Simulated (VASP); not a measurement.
Wanted: the native input for a VASP 6.6.1 run.

```
Task                   : relaxation of cell and atoms
Functional             : LDA
Potentials or basis    : VASP PAW LDA potentials, release 64 (Li_sv, In_d)
Cutoff                 : 600 eV
k mesh                 : 10 × 10 × 10
Occupations            : gaussian, width 0.1 eV
Spin                   : no spin polarisation
Dipole correction      : no
Further INCAR settings : ALGO = Normal; EDIFF = 1e-07; IBRION = 2; EDIFFG = -0.005; NSW = 70; ISIF = 3
```

The structure of LiIn3 lies in POSCAR:

```
LiIn3
1.0
    4.5803531638      0.0000000000      0.0000000000
    0.0000000000      4.5803531638      0.0000000000
    0.0000000000      0.0000000000      4.5803531638
Li In
1 3
Direct
    0.5000000000      0.5000000000      0.5000000000
    0.5000000000      0.0000000000      0.0000000000
    0.0000000000      0.5000000000      0.0000000000
    0.0000000000      0.0000000000      0.5000000000
```

One way to write it, as run:

INCAR

```
ALGO     = Normal         # electronic algorithm
EDIFF    = 1E-7           # SCF threshold, eV
EDIFFG   = -0.005         # ionic threshold
ENCUT    = 600            # plane-wave cutoff, eV
IBRION   = 2              # ionic algorithm
ISIF     = 3              # what is computed and relaxed
ISMEAR   = 0              # smearing method
LASPH    = T              # aspherical terms in the spheres
LCHARG   = F              # write CHGCAR
LREAL    = F              # projectors in reciprocal space
LWAVE    = F              # write WAVECAR
NELM     = 100            # most SCF steps
NSW      = 70             # ionic steps
PREC     = Accurate       # precision mode
SIGMA    = 0.1            # smearing width, eV
```

KPOINTS

```
k-points
0
Gamma
  10 10 10
```

Potentials or basis: VASP PAW LDA potentials, release 64 (Li_sv, In_d).

The run is started by

```console
$ cat potpaw_LDA.64/Li_sv/POTCAR potpaw_LDA.64/In_d/POTCAR > POTCAR
$ mpirun -np 1 vasp_std > vasp.out
```

It gave:

| Property | Result |
| --- | --- |
| Relaxed volume | 21.51 Å³/atom |
| Relaxed cell | a = 4.414 Å, b = 4.414 Å, c = 4.414 Å, α = 90.00°, β = 90.00°, γ = 90.00° |
| Space group after relaxing (to 0.1 Å) | Pm-3m (No. 221) |
| Energy gained by relaxing | 33.8 meV/atom |
| Ionic steps | 3 |
| Pressure after relaxing | 0.0 GPa |
| Band gap on the k mesh | zero (bands 21 and 22 overlap by 5.25 eV) |

Caveat: the cutoff is under 1.25 times the usual one of these potentials, so pressure, stress and relaxed cells hold a basis-set (Pulay) error; spin-orbit coupling is left out, which moves the levels of the heavy elements.

Run time: 3.8 min on 1 thread of Intel(R) Xeon(R) Platinum 8488C (Sapphire Rapids), on a shared host, peak memory 0.28 GiB.
